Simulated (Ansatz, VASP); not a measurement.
CuI in VASP and in Ansatz

Contents of POSCAR:

```
CuI
1.0
    3.6613896245      0.0000000000      0.0000000000
    0.0000000000      3.6613896245      0.0000000000
    0.0000000000      0.0000000000      3.6613896245
Cu I
1 1
Direct
    0.0000000000      0.0000000000      0.0000000000
    0.5000000000      0.5000000000      0.5000000000
```

The input INCAR.step1:

```
PREC = Accurate
ENCUT = 520
ISMEAR = -1
SIGMA = 0.02
LREAL = False
LASPH = True
NELM = 80
NBANDS = 16
GGA = PE
ALGO = Normal
EDIFF = 1E-4
LWAVE = True
LCHARG = False
```

File INCAR.step2:

```
PREC = Accurate
ENCUT = 520
EDIFF = 1E-7
ISMEAR = -1
SIGMA = 0.02
LREAL = False
LASPH = True
NELM = 80
ALGO = Normal
ISIF = 2
LWAVE = False
LCHARG = False
METAGGA = R2SCAN
LMIXTAU = True
NBANDS = 16
ISTART = 1
```

KPOINTS

```
Automatic mesh
0
Gamma
  8 8 8
```

Input for Ansatz:

```yaml
crystal:
  lattice:
    - [3.6613896245, 0.0, 0.0]
    - [0.0, 3.6613896245, 0.0]
    - [0.0, 0.0, 3.6613896245]
  atoms:
    - { symbol: Cu, position: [0.0, 0.0, 0.0] }
    - { symbol: I, position: [0.5, 0.5, 0.5] }
kpoints:
  mp_grid: { grid: [8, 8, 8] }
  band_path:
    path:
      - [0.0, 0.0, 0.0]
      - [0.0, 0.5, 0.0]
      - [0.5, 0.5, 0.0]
      - [0.5, 0.5, 0.5]
      - [0.45, 0.45, 0.0]
    npoints: 1
hamiltonian:
  xc: r2scan
scf:
  occupations: { method: fermi_dirac, width: 0.02 }
  n_extra_bands: 4
output:
  forces: true
  stress: true
  eigenvalues: true
```

Alike in both runs: task single point; functional r2SCAN; k mesh 8 × 8 × 8; occupations fermi-dirac, width 0.02 eV; no spin polarisation.

|  | VASP | Ansatz |
| --- | --- | --- |
| version | VASP 6.6.1 | Ansatz 0.2.0 |
| potentials or method | VASP PAW PBE potentials, release 64 (Cu, I) | plane waves, PAW |
| plane-wave cutoff (eV) | 520 | 500 |
| valence electrons in the cell | 18 | 36 |

|  | VASP | Ansatz | Ansatz less VASP |
| --- | --- | --- | --- |
| pressure (GPa) | 0.0 | 0.0 | +0.05 |

VASP's potentials were made for PBE, not for r2SCAN. VASP's potentials hold 18 valence electrons a cell and Ansatz's 36, so a difference there can come from the potentials and not from the codes.

Spin-orbit coupling is off throughout.
